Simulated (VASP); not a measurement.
# Ga27SnSb26 (a cell with a defect) in VASP: electric field gradients with PBE

Aim: the electric field gradients of Ga27SnSb26 (a cell with a defect) with PBE.

All numbers are computed with VASP 6.6.1; they aren't measurements. Logs are shortened: lines on timing, memory, paths and dates and some standing lists are left out, and cuts for length are marked.

**1. The cell of the first run**

The cell holds a defect, 54 atoms: a = 12.978 Å, b = 12.978 Å, c = 12.978 Å, α = 60.00°, β = 60.00°, γ = 60.00°.

**2. Electric field gradients, PBE**

INCAR

```
SYSTEM = Ga27SnSb26
PREC = Accurate
ENCUT = 520
EDIFF = 1E-8
ISMEAR = -1
SIGMA = 0.01
LREAL = Auto
LASPH = .True.
NELM = 100
ALGO = Normal
ISIF = 2
LWAVE = .False.
LCHARG = .False.
GGA = PE
LEFG = .True.
NELECT = 496.0
NBANDS = 280
LUSENCCL = .False.
```

KPOINTS

```
Automatic mesh
0
Gamma
  2 2 2
  0 0 0
```

POSCAR

```
Ga27SnSb26
1.0
    0.0000000000      9.1770000000      9.1770000000
    9.1770000000      0.0000000000      9.1770000000
    9.1770000000      9.1770000000      0.0000000000
Ga Sn Sb
27 1 26
Direct
    0.0000000000      0.0000000000      0.0000000000
    0.0000000000      0.0000000000      0.3333333333
    0.0000000000      0.0000000000      0.6666666667
    0.0000000000      0.3333333333      0.0000000000
    0.0000000000      0.3333333333      0.3333333333
    0.0000000000      0.3333333333      0.6666666667
    0.0000000000      0.6666666667      0.0000000000
    0.0000000000      0.6666666667      0.3333333333
    0.0000000000      0.6666666667      0.6666666667
    0.3333333333      0.0000000000      0.0000000000
    0.3333333333      0.0000000000      0.3333333333
    0.3333333333      0.0000000000      0.6666666667
    0.3333333333      0.3333333333      0.0000000000
    0.3333333333      0.3333333333      0.3333333333
    0.3333333333      0.3333333333      0.6666666667
    0.3333333333      0.6666666667      0.0000000000
    0.3333333333      0.6666666667      0.3333333333
    0.3333333333      0.6666666667      0.6666666667
    0.6666666667      0.0000000000      0.0000000000
    0.6666666667      0.0000000000      0.3333333333
    0.6666666667      0.0000000000      0.6666666667
    0.6666666667      0.3333333333      0.0000000000
    0.6666666667      0.3333333333      0.3333333333
    0.6666666667      0.3333333333      0.6666666667
    0.6666666667      0.6666666667      0.0000000000
    0.6666666667      0.6666666667      0.3333333333
    0.6666666667      0.6666666667      0.6666666667
    0.0833333333      0.0833333333      0.0833333333
    0.0833333333      0.0833333333      0.4166666667
    0.0833333333      0.0833333333      0.7500000000
    0.0833333333      0.4166666667      0.0833333333
    0.0833333333      0.4166666667      0.4166666667
    0.0833333333      0.4166666667      0.7500000000
    0.0833333333      0.7500000000      0.0833333333
    0.0833333333      0.7500000000      0.4166666667
    0.0833333333      0.7500000000      0.7500000000
    0.4166666667      0.0833333333      0.0833333333
    0.4166666667      0.0833333333      0.4166666667
    0.4166666667      0.0833333333      0.7500000000
    0.4166666667      0.4166666667      0.0833333333
    0.4166666667      0.4166666667      0.4166666667
    0.4166666667      0.4166666667      0.7500000000
    0.4166666667      0.7500000000      0.0833333333
    0.4166666667      0.7500000000      0.4166666667
    0.4166666667      0.7500000000      0.7500000000
    0.7500000000      0.0833333333      0.0833333333
    0.7500000000      0.0833333333      0.4166666667
    0.7500000000      0.0833333333      0.7500000000
    0.7500000000      0.4166666667      0.0833333333
    0.7500000000      0.4166666667      0.4166666667
    0.7500000000      0.4166666667      0.7500000000
    0.7500000000      0.7500000000      0.0833333333
    0.7500000000      0.7500000000      0.4166666667
    0.7500000000      0.7500000000      0.7500000000
```

Potentials or basis: VASP PAW PBE potentials, release 64 (Ga_d, Sn_d, Sb).

Command:

```
> cat potpaw_PBE.64/Ga_d/POTCAR potpaw_PBE.64/Sn_d/POTCAR potpaw_PBE.64/Sb/POTCAR > POTCAR
> mpirun -np 1 vasp_std > vasp.out
```

OUTCAR:

```text
SYSTEM = Ga27SnSb26
   PREC = Accurate
   ENCUT = 520
   EDIFF = 1E-8
   ISMEAR = -1
   LREAL = Auto
   LASPH = .True.
   NELM = 100
   ISIF = 2
   GGA = PE
   NELECT = 496.0

 ion  position               nearest neighbor table
   1  0.000  0.000  0.000-  28 2.65  30 2.65  34 2.65  46 2.65
   2  0.000  0.000  0.333-  28 2.65  29 2.65  35 2.65  47 2.65
   3  0.000  0.000  0.667-  30 2.65  29 2.65  36 2.65  48 2.65
   4  0.000  0.333  0.000-  28 2.65  31 2.65  33 2.65  49 2.65
   5  0.000  0.333  0.333-  29 2.65  31 2.65  50 2.65  32 2.65
   6  0.000  0.333  0.667-  30 2.65  32 2.65  33 2.65  51 2.65
[... 46 lines left out ...]
  53  0.750  0.750  0.417-   8 2.65  20 2.65  26 2.65  27 2.65
  54  0.750  0.750  0.750-  27 2.65  21 2.65  25 2.65   9 2.65

  LATTYP: Found a face centered cubic cell.
 ALAT       =    18.3540000000

  Lattice vectors:

 A1 = (   0.0000000000,   9.1770000000,   9.1770000000)
 A2 = (   9.1770000000,   0.0000000000,   9.1770000000)
 A3 = (   9.1770000000,   9.1770000000,   0.0000000000)

Analysis of symmetry for initial positions (statically):
=====================================================================
 Subroutine PRICEL returns:
 Original cell was already a primitive cell.

 Routine SETGRP: Setting up the symmetry group for a
 face centered cubic supercell.

 Subroutine GETGRP returns: Found 24 space group operations
 (whereof  6 operations were pure point group operations)
 out of a pool of 48 trial point group operations.

The static configuration has the point symmetry C_3v.
 The point group associated with its full space group is T_d .

Analysis of symmetry for dynamics (positions and initial velocities):
=====================================================================
 Subroutine PRICEL returns:
 Original cell was already a primitive cell.

 Routine SETGRP: Setting up the symmetry group for a
 face centered cubic supercell.

 Subroutine GETGRP returns: Found 24 space group operations
 (whereof  6 operations were pure point group operations)
 out of a pool of 48 trial point group operations.

The dynamic configuration has the point symmetry C_3v.
 The point group associated with its full space group is T_d .

 Subroutine INISYM returns: Found 24 space group operations
 (whereof  6 operations are pure point group operations),
 and found     1 'primitive' translations

----------------------------------------------------------------------------------------

                                     Primitive cell

  volume of cell :    1545.7249

  direct lattice vectors                    reciprocal lattice vectors
     0.000000000  9.177000000  9.177000000    -0.054484036  0.054484036  0.054484036
     9.177000000  0.000000000  9.177000000     0.054484036 -0.054484036  0.054484036
     9.177000000  9.177000000  0.000000000     0.054484036  0.054484036 -0.054484036

  length of vectors
    12.978237862 12.978237862 12.978237862     0.094369119  0.094369119  0.094369119

  position of ions in fractional coordinates (direct lattice)
     0.000000000  0.000000000  0.000000000
     0.000000000  0.000000000  0.333333333
     0.000000000  0.000000000  0.666666667
     0.000000000  0.333333333  0.000000000
     0.000000000  0.333333333  0.333333333
     0.000000000  0.333333333  0.666666667
[... 46 lines left out ...]
     0.750000000  0.750000000  0.416666667
     0.750000000  0.750000000  0.750000000

  ion indices of the primitive-cell ions
   primitive index   ion index
                 1           1
                 2           2
                 3           3
[... 103 lines left out ...]
   EDIFFG = 0.1E-06   stopping-criterion for IOM
   NSW    =      0    number of steps for IOM
   IBRION =     -1    ionic relax: 0-MD 1-quasi-New 2-CG
   NFREE  =      0    steps in history (QN), initial steepest desc. (CG)
   ISIF   =      2    stress and relaxation
   ISYM   =      2    0-nonsym 1-usesym 2-fastsym
   POTIM  = 0.5000    time-step for ionic-motion
   TEBEG  =    0.0;   TEEND  =   0.0 temperature during run
   PSTRESS=    0.0 pullay stress
   NELECT =     496.0000    total number of electrons
   NUPDOWN=      -1.0000    fix difference up-down
   EMIN   =  10.00;   EMAX   =-10.00  energy-range for DOS
   EFERMI =   0.00;   METHOD = LEGACY
   ISMEAR =    -1;   SIGMA  =   0.01  broadening in eV -4-tet -1-fermi 0-gaus
   EFERMI_NEDOS =   21; number of points for ismear=-14 and -15
   IALGO  =     38    algorithm
   IMIX   =      4    mixing-type and parameters
     AMIX     =   0.40;   BMIX     =  1.00
     AMIX_MAG =   1.60;   BMIX_MAG =  1.00
  volume/ion in A,a.u.               =      28.62       193.17
  Fermi-wavevector in a.u.,A,eV,Ry     =   1.120791  2.117988 17.091266  1.256173
  Thomas-Fermi vector in A             =   2.257440
   LORBIT       =      0    0 simple, 1 ext, 2 COOP (PROOUT), +10 PAW based schemes
   GGA     = PE    functional components
   LHFCALC =     F    Hartree Fock is set to
   AEXX    =    0.0000 exact exchange contribution
   IVDW    =     0    specifies the selected vdW correction
   LEPSILON=     F    determine dielectric tensor
   LRPA    =     F    only Hartree local field effects (RPA)
 non-spin polarized calculation
  energy-cutoff  :      520.00
  volume of cell :     1545.72
 maximum number of plane-waves:     41655
 NGX is ok and might be reduce to    98
   NGX = 49   NGY = 49   NGZ = 49

 number of electron     496.0000011 magnetization

 Free energy of the ion-electron system (eV)
  ---------------------------------------------------
  ext. energy  EPLUGINS =         0.00000000
  ---------------------------------------------------
  free energy    TOTEN  =      -191.91940675 eV

  energy without entropy =     -191.91462563  energy(sigma->0) =     -191.91701619

 E-fermi :   5.0038     XC(G=0):  -9.1047

 val. band max:        4.9968697308   @ k =   0.0000   0.0000   0.0000
 cond. band min:       5.2780558835   @ k =   0.5000   0.0000   0.0000
 fundamental gap:      0.2811861527
 Fermi energy:         5.0038056988

 k-point     1 :       0.0000    0.0000    0.0000
  band No.  band energies     occupation
      1     -15.7032      2.00000
      2     -15.7032      2.00000
      3     -15.7032      2.00000
      4     -15.6663      2.00000
      5     -15.6663      2.00000
      6     -10.2741      2.00000
[... 778 lines left out ...]
    259       6.5947      0.00000
    260       6.6065      0.00000
 [bands above 260 left out]

------------------------ aborting loop because EDIFF is reached ----------------------------------------

  FORCE on cell =-STRESS in cart. coord.  units (eV):
  Direction    XX          YY          ZZ          XY          YZ          ZX
  --------------------------------------------------------------------------------------
  -------------------------------------------------------------------------------------
  Total       34.2799744     34.2799744     34.2799744      0.0000000      0.0000000      0.0000000
  in kB       35.5319368     35.5319368     35.5319368      0.0000000      0.0000000      0.0000000
  external PRESSURE =      35.5319368 kB  Pullay stress =       0.0000000 kB

 VOLUME and BASIS-vectors are now :
 -----------------------------------------------------------------------------
  energy-cutoff  :      520.00
  volume of cell :     1545.72
      direct lattice vectors                 reciprocal lattice vectors
     0.000000000  9.177000000  9.177000000    -0.054484036  0.054484036  0.054484036
     9.177000000  0.000000000  9.177000000     0.054484036 -0.054484036  0.054484036
     9.177000000  9.177000000  0.000000000     0.054484036  0.054484036 -0.054484036

 POSITION                                       TOTAL-FORCE (eV/Angst)
 -----------------------------------------------------------------------------------
      0.00000      0.00000      0.00000         0.282589      0.282589      0.282589
      3.05900      3.05900      0.00000        -0.282589     -0.282589      0.282589
      6.11800      6.11800      0.00000         0.000000      0.000000      0.173444
      3.05900      0.00000      3.05900        -0.282589      0.282589     -0.282589
      6.11800      3.05900      3.05900        -0.053645      0.021591      0.021591
      9.17700      6.11800      3.05900        -0.021591      0.053645      0.021591
[... 46 lines left out ...]
     10.70650     10.70650     13.76550         0.000000      0.000000     -0.003777
     13.76550     13.76550     13.76550         0.020192      0.020192      0.020192
 -----------------------------------------------------------------------------------
    total drift:                                0.000066      0.000066      0.000066

  FREE ENERGIE OF THE ION-ELECTRON SYSTEM (eV)
  ---------------------------------------------------
  free  energy   TOTEN  =      -191.9194067520 eV

  energy  without entropy=     -191.9146256284  energy(sigma->0) =     -191.91701619

 Electric field gradients (V/A^2)
---------------------------------------------------------------------
 ion       V_xx      V_yy      V_zz      V_xy      V_xz      V_yz
---------------------------------------------------------------------
   1       0.000     0.000     0.000   -19.522   -19.522   -19.522
   2       0.002     0.002    -0.003   -19.524    19.514    19.514
   3       0.471     0.471    -0.943    -4.539    -0.003    -0.003
   4       0.002    -0.003     0.002    19.514   -19.524    19.514
   5       0.023    -0.012    -0.012    -0.510    -0.510     2.247
   6      -0.007     0.019    -0.011    -0.510    -2.252     0.506
[... 46 lines left out ...]
  53       0.341     0.341    -0.682     3.010     0.000     0.000
  54      -0.000    -0.000    -0.000     3.757     3.757     3.757
---------------------------------------------------------------------

 Electric field gradients after diagonalization (V/A^2)
 (convention: |V_zz| > |V_xx| > |V_yy|)
----------------------------------------------------------------------
 ion       V_xx      V_yy      V_zz     asymmetry (V_yy - V_xx)/ V_zz
----------------------------------------------------------------------
   1      19.522    19.522   -39.044       0.000
   2      19.525    19.509   -39.034       0.000
   3      -4.068    -0.943     5.010       0.624
   4      19.525    19.509   -39.034       0.000
   5      -2.259    -0.191     2.450       0.844
   6      -2.261    -0.193     2.454       0.843
[... 46 lines left out ...]
  53      -2.669    -0.682     3.351       0.593
  54      -3.757    -3.757     7.514       0.000
----------------------------------------------------------------------

           NMR quadrupolar parameters

 Cq : quadrupolar parameter    Cq=e*Q*V_zz/h
 eta: asymmetry parameters     (V_yy - V_xx)/ V_zz
 Q  : nuclear electric quadrupole moment in mb (millibarn)
----------------------------------------------------------------------
 ion       Cq(MHz)       eta       Q (mb)
----------------------------------------------------------------------
   1      -0.094       0.000       1.000
   2      -0.094       0.000       1.000
   3       0.012       0.624       1.000
   4      -0.094       0.000       1.000
   5       0.006       0.844       1.000
   6       0.006       0.843       1.000
[... 46 lines left out ...]
  53       0.008       0.593       1.000
  54       0.018       0.000       1.000
----------------------------------------------------------------------
```

Run time: 3.5 min. Hardware: 1 × NVIDIA H100 80GB with 1 thread of AMD EPYC 7R13 (Zen 3), shared host; peak memory 2.6 GiB.

What came out:

```yaml
Free_energy: -191.9194 eV
Largest_force: 0.489 eV/Å
Largest_electric_field_gradient_by_atom: Ga -39.0, +5.0, +2.5, -0.0, +2.4, -0.2 (each value once); Sn -0.0; Sb -34.4, +6.5, +7.5, +3.4 (each value once) V/Å²
```

Forces in eV/Å, atoms in the order of the input:
```
Ga   0.283  0.283  0.283
Ga  -0.283 -0.283  0.283
Ga   0.000  0.000  0.173
Ga  -0.283  0.283 -0.283
Ga  -0.054  0.022  0.022
Ga  -0.022  0.054  0.022
Ga   0.000  0.173  0.000
Ga  -0.022  0.022  0.054
Ga  -0.173  0.000  0.000
Ga   0.283 -0.283 -0.283
Ga   0.022 -0.054  0.022
Ga   0.054 -0.022  0.022
Ga   0.022  0.022 -0.054
Ga   0.000  0.000  0.000
Ga  -0.022 -0.022 -0.054
Ga   0.054  0.022 -0.022
Ga  -0.022 -0.054 -0.022
Ga   0.001 -0.001 -0.001
Ga   0.173  0.000  0.000
Ga   0.022 -0.022  0.054
Ga   0.000 -0.173  0.000
Ga   0.022  0.054 -0.022
Ga  -0.054 -0.022 -0.022
Ga  -0.001  0.001 -0.001
Ga   0.000  0.000 -0.173
Ga  -0.001 -0.001  0.001
Ga   0.001  0.001  0.001
Sn   0.000  0.000  0.000
Sb   0.043  0.043 -0.136
Sb  -0.043 -0.043 -0.136
Sb   0.043 -0.136  0.043
Sb   0.020 -0.020 -0.020
Sb   0.136 -0.043  0.043
Sb  -0.043 -0.136 -0.043
Sb   0.136  0.043 -0.043
Sb   0.020 -0.020 -0.020
Sb  -0.136  0.043  0.043
Sb  -0.020  0.020 -0.020
Sb  -0.043  0.136  0.043
Sb  -0.020 -0.020  0.020
Sb   0.020  0.020  0.020
Sb   0.000  0.000  0.004
Sb  -0.043  0.043  0.136
Sb   0.000  0.004  0.000
Sb  -0.004  0.000  0.000
Sb  -0.136 -0.043 -0.043
Sb   0.043  0.136 -0.043
Sb  -0.020  0.020 -0.020
Sb   0.043 -0.043  0.136
Sb   0.004  0.000  0.000
Sb   0.000 -0.004  0.000
Sb  -0.020 -0.020  0.020
Sb   0.000  0.000 -0.004
Sb   0.020  0.020  0.020
```

Electric field gradients, principal values (V/Å²):
```tsv
atom	least	middle	greatest (by size)
1 Ga	19.522	19.522	-39.044
2 Ga	19.509	19.525	-39.034
3 Ga	-0.943	-4.068	5.010
4 Ga	19.509	19.525	-39.034
5 Ga	-0.191	-2.259	2.450
6 Ga	-0.193	-2.261	2.454
7 Ga	-0.943	-4.068	5.010
8 Ga	-0.193	-2.261	2.454
9 Ga	-0.937	-4.064	5.001
10 Ga	19.509	19.525	-39.034
11 Ga	-0.191	-2.259	2.450
12 Ga	-0.193	-2.261	2.454
13 Ga	-0.191	-2.259	2.450
14 Ga	0.001	0.001	-0.003
15 Ga	-0.190	-2.256	2.446
16 Ga	-0.193	-2.261	2.454
17 Ga	-0.190	-2.256	2.446
18 Ga	0.119	0.122	-0.241
19 Ga	-0.943	-4.068	5.010
20 Ga	-0.193	-2.261	2.454
21 Ga	-0.937	-4.064	5.001
22 Ga	-0.193	-2.261	2.454
23 Ga	-0.190	-2.256	2.446
24 Ga	0.119	0.122	-0.241
25 Ga	-0.937	-4.064	5.001
26 Ga	0.119	0.122	-0.241
27 Ga	0.122	0.122	-0.245
28 Sn	-0.001	-0.001	0.001
29 Sb	12.674	21.717	-34.391
30 Sb	12.674	21.717	-34.391
31 Sb	12.674	21.717	-34.391
32 Sb	-3.226	-3.226	6.452
33 Sb	12.674	21.717	-34.391
34 Sb	12.674	21.717	-34.391
35 Sb	12.674	21.717	-34.391
36 Sb	-3.756	-3.757	7.513
37 Sb	12.674	21.717	-34.391
38 Sb	-3.226	-3.226	6.452
39 Sb	12.674	21.717	-34.391
40 Sb	-3.226	-3.226	6.452
41 Sb	-3.226	-3.226	6.452
42 Sb	-0.682	-2.668	3.350
43 Sb	12.674	21.717	-34.391
44 Sb	-0.682	-2.668	3.350
45 Sb	-0.682	-2.669	3.351
46 Sb	12.674	21.717	-34.391
47 Sb	12.674	21.717	-34.391
48 Sb	-3.756	-3.757	7.513
49 Sb	12.674	21.717	-34.391
50 Sb	-0.682	-2.668	3.350
51 Sb	-0.682	-2.669	3.351
52 Sb	-3.756	-3.757	7.513
53 Sb	-0.682	-2.669	3.351
54 Sb	-3.757	-3.757	7.514
```

Caveat: the cell carries a net charge on a neutralising background, which shifts energy and pressure; the cell is charged against a uniform background, so pressure and absolute levels hang on convention; without QUAD_EFG the Cq values of the log hold for a quadrupole moment of 1 mb, not for the nuclei; spin-orbit coupling is left out, which moves the levels of the heavy elements.
